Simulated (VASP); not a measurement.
# HfN (I4/mmm) in VASP: a series of runs

HfN is run at these levels: LDA; tasks: single point.

All numbers are computed with VASP 6.6.1; they aren't measurements. Logs are shortened: lines on timing, memory, paths and dates and some standing lists are left out, and cuts for length are marked.

## Step 1: The cell of the first run

The structure is tetragonal, space group I4/mmm (No. 139). Conventional cell: a = 2.939 Å, b = 2.939 Å, c = 4.879 Å, α = 90.00°, β = 90.00°, γ = 90.00°. Hf (site symmetry 4/mmm) has 6 N at 2.08 to 2.44 Å within 2.8 Å. N (site symmetry 4/mmm) has 6 Hf at 2.08 to 2.44 Å within 2.8 Å.

## Step 2: Single point, LDA (strain -0.080 along x and y, +0.080 along z)

Input file INCAR:

```
SYSTEM = HfN
PREC = Accurate
ENCUT = 520
EDIFF = 1E-6
ISMEAR = 0
SIGMA = 0.15
LREAL = .False.
LASPH = .True.
NELM = 100
ALGO = Normal
ISIF = 2
LWAVE = .False.
LCHARG = .True.
LELF = .True.
LVHAR = .True.
NBANDS = 14
```

Input file KPOINTS:

```
regular mesh
0
Gamma
  18 18 18
  0 0 0
```

Input file POSCAR:

```
HfN
1.0
    0.0000000000      2.0782800000      2.4397200000
    2.0782800000      0.0000000000      2.4397200000
    2.0782800000      2.0782800000      0.0000000000
Hf N
1 1
Direct
    0.0000000000      0.0000000000      0.0000000000
    0.5000000000      0.5000000000      0.5000000000
```

Potentials or basis: VASP PAW LDA potentials, release 64 (Hf_pv, N).

The run is started by

```
$ cat potpaw_LDA.64/Hf_pv/POTCAR potpaw_LDA.64/N/POTCAR > POTCAR
$ mpirun -np 1 vasp_std > vasp.out
```

OUTCAR:

```text
SYSTEM = HfN
   PREC = Accurate
   ENCUT = 520
   EDIFF = 1E-6
   ISMEAR = 0
   LREAL = .False.
   LASPH = .True.
   NELM = 100
   ISIF = 2

 ion  position               nearest neighbor table
   1  0.000  0.000  0.000-   2 2.08   2 2.08   2 2.08   2 2.08   2 2.44   2 2.44
   2  0.500  0.500  0.500-   1 2.08   1 2.08   1 2.08   1 2.08   1 2.44   1 2.44

  LATTYP: Found a body centered tetragonal cell.
 ALAT       =     2.9391317624
 C/A-ratio  =     1.6601637471

  Lattice vectors:

 A1 = (  -2.0782800000,   0.0000000000,   2.4397200000)
 A2 = (   2.0782800000,   0.0000000000,   2.4397200000)
 A3 = (   0.0000000000,   2.0782800000,  -2.4397200000)

Analysis of symmetry for initial positions (statically):
=====================================================================
 Subroutine PRICEL returns:
 Original cell was already a primitive cell.

 Routine SETGRP: Setting up the symmetry group for a
 body centered tetragonal supercell.

 Subroutine GETGRP returns: Found 16 space group operations
 (whereof 16 operations were pure point group operations)
 out of a pool of 16 trial point group operations.

The static configuration has the point symmetry D_4h.

Analysis of symmetry for dynamics (positions and initial velocities):
=====================================================================
 Subroutine PRICEL returns:
 Original cell was already a primitive cell.

 Routine SETGRP: Setting up the symmetry group for a
 body centered tetragonal supercell.

 Subroutine GETGRP returns: Found 16 space group operations
 (whereof 16 operations were pure point group operations)
 out of a pool of 16 trial point group operations.

The dynamic configuration has the point symmetry D_4h.

 Subroutine INISYM returns: Found 16 space group operations
 (whereof 16 operations are pure point group operations),
 and found     1 'primitive' translations

----------------------------------------------------------------------------------------

                                     Primitive cell

  volume of cell :      21.0755

  direct lattice vectors                    reciprocal lattice vectors
     0.000000000  2.078280000  2.439720000    -0.240583559  0.240583559  0.204941551
     2.078280000  0.000000000  2.439720000     0.240583559 -0.240583559  0.204941551
     2.078280000  2.078280000  0.000000000     0.240583559  0.240583559 -0.204941551

  length of vectors
     3.204915200  3.204915200  2.939131762     0.397192570  0.397192570  0.397192570

  position of ions in fractional coordinates (direct lattice)
     0.000000000  0.000000000  0.000000000
     0.500000000  0.500000000  0.500000000

  ion indices of the primitive-cell ions
   primitive index   ion index
                 1           1
                 2           2

----------------------------------------------------------------------------------------

 KPOINTS: regular mesh

Automatic generation of k-mesh.
 Grid dimensions read from file:
 generate k-points for:   18   18   18

 Generating k-lattice:

  Cartesian coordinates                     Fractional coordinates (reciprocal lattice)
    -0.013365753  0.013365753  0.011385642     0.055555556  0.000000000  0.000000000
     0.013365753 -0.013365753  0.011385642     0.000000000  0.055555556  0.000000000
     0.013365753  0.013365753 -0.011385642     0.000000000  0.000000000  0.055555556

  Length of vectors
     0.022066254  0.022066254  0.022066254

  Shift w.r.t. Gamma in fractional coordinates (k-lattice)
     0.000000000  0.000000000  0.000000000

 Subroutine IBZKPT returns following result:
 ===========================================

 Found    480 irreducible k-points:

 Following reciprocal coordinates:
            Coordinates               Weight
  0.000000  0.000000  0.000000      1.000000
  0.055556  0.000000  0.000000      8.000000
  0.111111  0.000000  0.000000      8.000000
  0.166667  0.000000  0.000000      8.000000
  0.222222  0.000000  0.000000      8.000000
  0.277778  0.000000  0.000000      8.000000
[... 16 lines left out ...]
 -0.277778  0.055556  0.000000      8.000000
 -0.222222  0.055556  0.000000      8.000000
 [... further k-points ...]
   k-points           NKPTS =    480   k-points in BZ     NKDIM =    480   number of bands    NBANDS=     14
   number of dos      NEDOS =    301   number of ions     NIONS =      2
   total plane-waves  NPLWV =  13824
   dimension x,y,z NGX =    24 NGY =   24 NGZ =   24
   dimension x,y,z NGXF=    48 NGYF=   48 NGZF=   48
   ions per type =               1   1
   NGX,Y,Z   is equivalent  to a cutoff of  12.45, 12.45, 13.58 a.u.
   NGXF,Y,Z  is equivalent  to a cutoff of  24.90, 24.90, 27.15 a.u.
 SYSTEM =  HfN
   PREC   = accura    normal or accurate (medium, high low for compatibility)
   ISTART =      0    job   : 0-new  1-cont  2-samecut
   ICHARG =      2    charge: 1-file 2-atom 10-const
   ISPIN  =      1    spin polarized calculation?
   LNONCOLLINEAR =      F non collinear calculations
   LSORBIT =      F    spin-orbit coupling
   LASPH  =      T    aspherical Exc in radial PAW
   ENCUT  =  520.0 eV  38.22 Ry    6.18 a.u.   5.96  5.96  5.46*2*pi/ulx,y,z
   NELM   =    100;   NELMIN=  2; NELMDL= -5     # of ELM steps
   EDIFF  = 0.1E-05   stopping-criterion for ELM
   LREAL  =      F    real-space projection
   EDIFFG = 0.1E-04   stopping-criterion for IOM
   NSW    =      0    number of steps for IOM
   IBRION =     -1    ionic relax: 0-MD 1-quasi-New 2-CG
   NFREE  =      0    steps in history (QN), initial steepest desc. (CG)
   ISIF   =      2    stress and relaxation
   ISYM   =      2    0-nonsym 1-usesym 2-fastsym
   POTIM  = 0.5000    time-step for ionic-motion
   TEBEG  =    0.0;   TEEND  =   0.0 temperature during run
   PSTRESS=    0.0 pullay stress
   NELECT =      15.0000    total number of electrons
   NUPDOWN=      -1.0000    fix difference up-down
   EMIN   =  10.00;   EMAX   =-10.00  energy-range for DOS
   EFERMI =   0.00;   METHOD = LEGACY
   ISMEAR =     0;   SIGMA  =   0.15  broadening in eV -4-tet -1-fermi 0-gaus
   EFERMI_NEDOS =   21; number of points for ismear=-14 and -15
   IALGO  =     38    algorithm
   IMIX   =      4    mixing-type and parameters
     AMIX     =   0.40;   BMIX     =  1.00
     AMIX_MAG =   1.60;   BMIX_MAG =  1.00
  volume/ion in A,a.u.               =      10.54        71.11
  Fermi-wavevector in a.u.,A,eV,Ry     =   1.461658  2.762134 29.068102  2.136445
  Thomas-Fermi vector in A             =   2.577964
   LORBIT       =      0    0 simple, 1 ext, 2 COOP (PROOUT), +10 PAW based schemes
   GGA     = CA    functional components
   LHFCALC =     F    Hartree Fock is set to
   AEXX    =    0.0000 exact exchange contribution
   IVDW    =     0    specifies the selected vdW correction
   LEPSILON=     F    determine dielectric tensor
   LRPA    =     F    only Hartree local field effects (RPA)
 non-spin polarized calculation
 Gauss-broadening in eV      SIGMA  =   0.15
  energy-cutoff  :      520.00
  volume of cell :       21.08
 maximum number of plane-waves:       584
   NGX = 11   NGY = 11   NGZ = 11

 number of electron      15.0000003 magnetization

 Free energy of the ion-electron system (eV)
  ---------------------------------------------------
  ext. energy  EPLUGINS =         0.00000000
  ---------------------------------------------------
  free energy    TOTEN  =       -23.10192494 eV

  energy without entropy =      -23.09508392  energy(sigma->0) =      -23.09850443

 E-fermi :   9.0285     XC(G=0): -13.4013

 val. band max:        9.0245128425   @ k =   0.3333   0.1111   0.0000
 cond. band min:       9.0321369021   @ k =  -0.2778   0.1667   0.3889
 fundamental gap:      0.0076240596
 Fermi energy:         9.0285491906

 k-point     1 :       0.0000    0.0000    0.0000
  band No.  band energies     occupation
      1     -21.5897      2.00000
      2     -21.4155      2.00000
      3     -21.4155      2.00000
      4      -8.7956      2.00000
      5       5.4462      2.00000
      6       6.3360      2.00000
      7       6.3360      2.00000
      8       7.3548      2.00000
      9       7.9194      2.00000
     10       9.4600      0.00005
     11       9.4600      0.00005
     12      12.4819      0.00000
     13      14.4803      0.00000
     14      19.1818      0.00000

 k-point     2 :       0.0556    0.0000    0.0000
  band No.  band energies     occupation
      1     -21.6038      2.00000
      2     -21.4609      2.00000
      3     -21.4140      2.00000
      4      -8.6984      2.00000
      5       5.1524      2.00000
      6       5.9491      2.00000
      7       6.1002      2.00000
      8       7.6526      2.00000
      9       8.1965      2.00000
     10       9.5364      0.00000
     11       9.5440      0.00000
     12      12.8079      0.00000
     13      14.6834      0.00000
     14      19.4605      0.00000

 k-point     3 :       0.1111    0.0000    0.0000
  band No.  band energies     occupation
      1     -21.6773      2.00000
      2     -21.5554      2.00000
      3     -21.4096      2.00000
      4      -8.4184      2.00000
      5       4.4945      2.00000
      6       5.2167      2.00000
      7       5.5231      2.00000
      8       8.1960      2.00000
      9       8.7467      1.99213
     10       9.7817      0.00000
     11       9.8206      0.00000
     12      13.6628      0.00000
     13      15.2346      0.00000
     14      20.2431      0.00000
[... 324 lines left out ...]
 k-point    23 :      -0.2778    0.0556    0.0000
  band No.  band energies     occupation
      1     -22.5293      2.00000
      2     -21.7280      2.00000
      3     -21.3594      2.00000
      4      -6.4068      2.00000
      5       1.4723      2.00000
      6       2.8994      2.00000
      7       3.0120      2.00000
      8      10.0823      0.00000
      9      11.3094      0.00000
     10      11.6690      0.00000
     11      12.1030      0.00000
     12      17.8619      0.00000
     13      18.7744      0.00000
     14      20.9659      0.00000

 k-point    24 :      -0.2222    0.0556    0.0000
  band No.  band energies     occupation
      1     -22.2919      2.00000
      2     -21.6892      2.00000
      3     -21.3668      2.00000
      4      -7.0136      2.00000
      5       2.3891      2.00000
      6       3.4043      2.00000
      7       3.5325      2.00000
      8       9.4811      0.00002
      9      10.7210      0.00000
     10      10.7263      0.00000
     11      11.1271      0.00000
     12      17.4532      0.00000
     13      17.4871      0.00000
     14      20.9697      0.00000

 [... further k-points ...]

------------------------ aborting loop because EDIFF is reached ----------------------------------------

  FORCE on cell =-STRESS in cart. coord.  units (eV):
  Direction    XX          YY          ZZ          XY          YZ          ZX
  --------------------------------------------------------------------------------------
  -------------------------------------------------------------------------------------
  Total        8.9916762      8.9916762     -2.8319290      0.0000000     -0.0000000      0.0000000
  in kB      683.5544947    683.5544947   -215.2855312      0.0000000     -0.0000000      0.0000000
  external PRESSURE =     383.9411527 kB  Pullay stress =       0.0000000 kB

 VOLUME and BASIS-vectors are now :
 -----------------------------------------------------------------------------
  energy-cutoff  :      520.00
  volume of cell :       21.08
      direct lattice vectors                 reciprocal lattice vectors
     0.000000000  2.078280000  2.439720000    -0.240583559  0.240583559  0.204941551
     2.078280000  0.000000000  2.439720000     0.240583559 -0.240583559  0.204941551
     2.078280000  2.078280000  0.000000000     0.240583559  0.240583559 -0.204941551

 POSITION                                       TOTAL-FORCE (eV/Angst)
 -----------------------------------------------------------------------------------
      0.00000      0.00000      0.00000         0.000000     -0.000000      0.000000
      2.07828      2.07828      2.43972        -0.000000      0.000000      0.000000
 -----------------------------------------------------------------------------------
    total drift:                                0.000000     -0.000000     -0.000000

  FREE ENERGIE OF THE ION-ELECTRON SYSTEM (eV)
  ---------------------------------------------------
  free  energy   TOTEN  =       -23.1019249353 eV

  energy  without entropy=      -23.0950839171  energy(sigma->0) =      -23.09850443
```

Run time: 79 s. Hardware: 1 thread of Intel Xeon Platinum 8375C at 2.90GHz (Ice Lake), shared host; peak memory 0.25 GiB.

What came out:

```
Free energy : -23.1019 eV
Pressure    : 38.4 GPa
```

Caveat: the cell differs from its parent crystal (strain -0.080 along x and y, +0.080 along z); spin-orbit coupling is left out, which moves the levels of the heavy elements.

[end of part 1 of 2]
